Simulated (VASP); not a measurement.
Set up this calculation in VASP 6.6.1, as the native input.

* Task: single point
* Functional: PBEsol
* Potentials or basis: VASP PAW PBE potentials, release 64 (W_sv)
* Cutoff: 520 eV
* k mesh: 11 × 11 × 11
* Occupations: fermi-dirac, width 0.1 eV
* Spin: no spin polarisation
* Dipole correction: no
* Further INCAR settings: ALGO = Normal; EDIFF = 1e-06; NBANDS = 21

The structure of W lies in POSCAR:

```
W
1.0
    0.0000000000      2.9540676166      2.9540676166
    2.9540676166      0.0000000000      2.9540676166
    2.9540676166      2.9540676166      0.0000000000
W
2
Direct
    0.1250000000      0.1250000000      0.1250000000
    0.8750000000      0.8750000000      0.8750000000
```

This isn't the form of W at room conditions, which is bcc.

These files were run (other wordings do the same):

INCAR

```
ALGO     = Normal         # electronic algorithm
EDIFF    = 1E-6           # SCF threshold, eV
ENCUT    = 520            # plane-wave cutoff, eV
GGA      = PS             # functional
ISIF     = 2              # what is computed and relaxed
ISMEAR   = -1             # smearing method
LASPH    = True           # aspherical terms in the spheres
LCHARG   = False          # write CHGCAR
LREAL    = False          # projectors in reciprocal space
LWAVE    = False          # write WAVECAR
NBANDS   = 21             # bands
NELM     = 80             # most SCF steps
PREC     = Accurate       # precision mode
SIGMA    = 0.1            # smearing width, eV
```

KPOINTS

```
k-points
0
Gamma
  11 11 11
```

Potentials or basis: VASP PAW PBE potentials, release 64 (W_sv).

Run with:

```bash
$ cat potpaw_PBE.64/W_sv/POTCAR > POTCAR
$ mpirun -np 1 vasp_std > vasp.out
```

It gave:

| Quantity | Value |
| --- | --- |
| Pressure | -8.3 GPa |
| Band gap on the k mesh | zero (bands 14 and 15 overlap by 1.01 eV) |

Caveat: the cell stands under tension; the PAW data sets were made with another functional, which shifts forces and pressure a little; spin-orbit coupling is left out, which moves the levels of the heavy elements.

Run time: 29 s on 1 thread of Intel(R) Xeon(R) Platinum 8488C (Sapphire Rapids), with other jobs on the host, peak memory 0.2 GiB.
